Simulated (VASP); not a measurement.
B3C: single point with PBE

The system is B3C.

```xyz
8
Lattice="3.7150 0.0000 0.0000 0.0000 3.7150 0.0000 0.0000 0.0000 3.7150" Properties=species:S:1:pos:R:3 pbc="T T T"
B     0.9287    1.8575    0.0000
B     2.7862    1.8575    0.0000
B     0.0000    0.9287    1.8575
B     0.0000    2.7862    1.8575
B     1.8575    0.0000    0.9287
B     1.8575    0.0000    2.7862
C     0.0000    0.0000    0.0000
C     1.8575    1.8575    1.8575
```

| Item | Value |
| --- | --- |
| Program | VASP 6.6.1 |
| Task | single point |
| Functional | PBE |
| Potentials or basis | VASP PAW PBE potentials, release 64 (B, C) |
| Cutoff | 520 eV |
| k mesh | 10 × 10 × 10 |
| Occupations | gaussian, width 0.1 eV |
| Spin | no spin polarisation |

```
Pressure               : 0.0 GPa
Band gap on the k mesh : zero (band 13 reaches 12.53 eV, above the bottom of band 14 at 8.97 eV)
```

Levels at points of the mesh, in eV from the Fermi level:
```
           k point  band 9  band 10  band 11  band 12  band 13  band 14  band 15  band 16  band 17  band 18
(0.00, 0.00, 0.00)   -3.98    -3.98    -2.30    -2.30    -2.26    -0.02    -0.02    -0.02     1.80     1.80
(0.50, 0.00, 0.00)   -6.86    -6.86    -1.30    -1.30     0.19     0.19     1.52     1.52     2.24     2.24
(0.50, 0.50, 0.00)   -5.48    -5.48    -5.08    -1.32     1.34     1.96     2.27     2.27     3.18     3.31
(0.50, 0.50, 0.50)    2.76     2.76     2.76     2.76     2.76     2.76     3.69     3.69     4.48     4.48
```

It took 21 s on 1 thread of Intel(R) Xeon(R) Platinum 8559C (Emerald Rapids), on a shared host, peak memory 0.18 GiB.
